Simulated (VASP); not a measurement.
Here is a VASP 6.6.1 calculation.

INCAR

```
PREC = Accurate
ENCUT = 520
EDIFF = 1E-6
ISMEAR = -1
SIGMA = 0.05
LREAL = F
LASPH = T
NELM = 60
ALGO = Normal
ISIF = 2
LWAVE = F
LCHARG = F
LDIPOL = T
IDIPOL = 3
DIPOL = 0.5 0.5 0.500
GGA = PE
NBANDS = 36
```

Contents of KPOINTS:

```
Automatic mesh
0
Gamma
  12 9 1
```

Contents of POSCAR:

```
Au
1.0
    2.9400990585      0.0000000000      0.0000000000
    0.0000000000      4.1579279633      0.0000000000
    0.0000000000      0.0000000000     21.8802000000
Au
5
Direct
    0.0000000000      0.0000000000      0.3697836720
    0.5000000000      0.5000000000      0.4291948292
    0.0000000000      0.0000000000      0.5000000000
    0.5000000000      0.5000000000      0.5708051708
    0.0000000000      0.0000000000      0.6302163280
```

Potentials or basis: VASP PAW PBE potentials, release 64 (Au).

Command:

```bash
$ cat potpaw_PBE.64/Au/POTCAR > POTCAR
$ mpirun -np 1 vasp_std > vasp.out
```

(1) Estimate the largest force.

(2) What does it give for the band gap on the k mesh?

## Answers

(1) 0.010 eV/Å.

(2) zero (an odd number of electrons rules out a gap without spin polarisation).

Caveat: spin-orbit coupling is left out, which moves the levels of the heavy elements.
